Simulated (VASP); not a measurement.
# TiAl: single point with PBEsol

Crystal: TiAl.

```xyz
2
Lattice="3.0279 0.0000 0.0000 0.0000 3.0279 0.0000 0.0000 0.0000 3.2459" Properties=species:S:1:pos:R:3 pbc="T T T"
Ti    0.0000    0.0000    0.0000
Al    1.5140    1.5140    1.6230
```

* Program: VASP 6.6.1
* Task: single point
* Functional: PBEsol
* Potentials or basis: VASP PAW PBE potentials, release 64 (Ti_sv, Al)
* Cutoff: 520 eV
* k mesh: 16 × 16 × 16
* Occupations: gaussian, width 0.15 eV
* Spin: no spin polarisation

```json
{
  "Pressure": "7.3 GPa",
  "Band gap on the k mesh": "zero (an odd number of electrons rules out a gap without spin polarisation)"
}
```

Stress tensor (GPa, compression positive):
```
 5.43  0.00  0.00
 0.00  5.43  0.00
 0.00  0.00 11.02
```

Levels at points of the mesh, in eV from the Fermi level:
```tsv
k point	band 6	band 7	band 8	band 9	band 10	band 11
(0.00, 0.00, 0.00)	-1.69	-1.48	1.92	1.92	2.28	3.59
(0.50, 0.00, 0.00)	-5.32	-0.54	-0.35	0.50	2.20	3.68
(0.50, 0.50, 0.00)	-1.80	-1.80	-1.42	0.40	0.40	3.33
(0.00, 0.00, 0.50)	-5.46	-0.70	0.47	0.47	2.43	2.81
(0.50, 0.00, 0.50)	-2.37	-1.95	-1.56	0.91	1.06	2.90
(0.50, 0.50, 0.50)	-3.27	-3.27	1.20	2.96	2.97	3.32
```

It took 69 s on 1 thread of Intel(R) Xeon(R) 6975P-C (Granite Rapids), with other jobs on the host, peak memory 0.28 GiB.

Caveat: the cell stands under pressure; the PAW data sets were made with another functional, which shifts forces and pressure a little.
